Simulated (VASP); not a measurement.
Input of a VASP 6.6.1 run:

INCAR

```
ALGO = Normal
EDIFF = 1E-7
ENCUT = 520
GGA = PE
ISIF = 2
ISMEAR = 0
LASPH = True
LCHARG = False
LREAL = False
LWAVE = False
NBANDS = 33
NELM = 80
PREC = Accurate
SIGMA = 0.1
```

File KPOINTS:

```
k-points
0
Gamma
  4 4 4
```

Contents of POSCAR:

```
Pt2C
1.0
    0.0000000000      4.8522826000      4.8522826000
    4.8522826000      0.0000000000      4.8522826000
    4.8522826000      4.8522826000      0.0000000000
Pt C
4 2
Direct
    0.3541775700      0.9374672800      0.3541775700
    0.3541775700      0.3541775700      0.3541775700
    0.9374672800      0.3541775700      0.3541775700
    0.3541775700      0.3541775700      0.9374672800
    0.2500000000      0.2500000000      0.2500000000
    0.5000000000      0.5000000000      0.5000000000
```

Potentials or basis: VASP PAW PBE potentials, release 64 (Pt, C).

Launch:

```console
$ cat potpaw_PBE.64/Pt/POTCAR potpaw_PBE.64/C/POTCAR > POTCAR
$ mpirun -np 1 vasp_std > vasp.out
```

(1) What does it give for the pressure?

(2) What does it give for the largest force?

(3) Predict the band gap on the k mesh.

Results:

(1) 1.9 GPa.

(2) 7.369 eV/Å.

(3) zero (band 24 reaches -0.52 eV, above the bottom of band 25 at -1.21 eV).

Caveat: spin-orbit coupling is left out, which moves the levels of the heavy elements; forces of over 1 eV/Å act on the atoms, so gaps and moduli don't describe the material at rest.
